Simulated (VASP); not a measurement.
Wanted: the native input for a VASP 6.6.1 run.

```yaml
Task: single point
Functional: PBE
Potentials_or_basis: VASP PAW PBE potentials, release 64 (Cu, Te)
Cutoff: 520 eV
k_mesh: 6 × 6 × 6
Occupations: fermi-dirac, width 0.05 eV
Spin: no spin polarisation
Dipole_correction: no
Further_INCAR_settings: ALGO = Normal; EDIFF = 1e-06; NBANDS = 28
```

The structure of Cu3Te lies in POSCAR:

```
Cu3Te
1.0
    4.0366818941      0.0000000000      0.0000000000
    0.0000000000      4.0366818941      0.0000000000
    0.0000000000      0.0000000000      4.0366818941
Cu Te
3 1
Direct
    0.0000000000      0.5000000000      0.5000000000
    0.5000000000      0.0000000000      0.5000000000
    0.5000000000      0.5000000000      0.0000000000
    0.0000000000      0.0000000000      0.0000000000
```

One way to write it, as run:

INCAR

```
SYSTEM = Cu3Te
  PREC = Accurate
  ENCUT = 520
  EDIFF = 1E-6
  ISMEAR = -1
  SIGMA = 0.05
  LREAL = .FALSE.
  LASPH = .TRUE.
  NELM = 60
  ALGO = Normal
  ISIF = 2
  LWAVE = .FALSE.
  LCHARG = .FALSE.
  GGA = PE
  NBANDS = 28
```

KPOINTS

```
Automatic mesh
0
G
  6 6 6
  0 0 0
```

Potentials or basis: VASP PAW PBE potentials, release 64 (Cu, Te).

Command:

```bash
$ cat potpaw_PBE.64/Cu/POTCAR potpaw_PBE.64/Te/POTCAR > POTCAR
$ mpirun -np 1 vasp_std > vasp.out
```

Results of the run:

* Pressure: -4.3 GPa
* Band gap on the k mesh: zero (an odd number of electrons rules out a gap without spin polarisation)

Caveat: the cell stands under tension; spin-orbit coupling is left out, which moves the levels of the heavy elements.

It took 29 s on 1 thread of Intel(R) Xeon(R) Platinum 8259CL CPU @ 2.50GHz (Skylake/Cascade Lake) (shared host), peak memory 0.18 GiB.
